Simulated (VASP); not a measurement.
The system is BaTiO3.

```xyz
5
Lattice="3.9941 0.0000 0.0000 0.0000 3.9941 0.0000 0.0000 0.0000 3.9941" Properties=species:S:1:pos:R:3 pbc="T T T"
Ba    1.9970    1.9970    1.9970
Ti    0.0000    0.0000    0.0000
O     1.9970    0.0000    0.0000
O     0.0000    1.9970    0.0000
O     0.0000    0.0000    1.9970
```

Base run:

```yaml
Program: VASP 6.6.1
Functional: HSE06
Potentials_or_basis: VASP PAW PBE potentials, release 64 (Ba_sv, Ti_sv, O)
Cutoff: 520 eV
k_mesh: 4 × 4 × 4
Occupations: gaussian, width 0.01 eV
Spin: no spin polarisation
```

Its results: band gap on the k mesh 3.14 eV (least direct gap 3.26 eV); pressure -0.6 GPa.

Question: The run is repeated on the same cell with these changes: functional from HSE06 to r2SCAN0. What comes out?

Answer: Band gap on the k mesh 4.23 eV (least direct gap 4.34 eV); pressure -2.1 GPa.

Caveats: the PAW data sets were made with another functional, which shifts forces and pressure a little; spin-orbit coupling is left out, which moves the levels of the heavy elements.

A k mesh can miss the band edges.
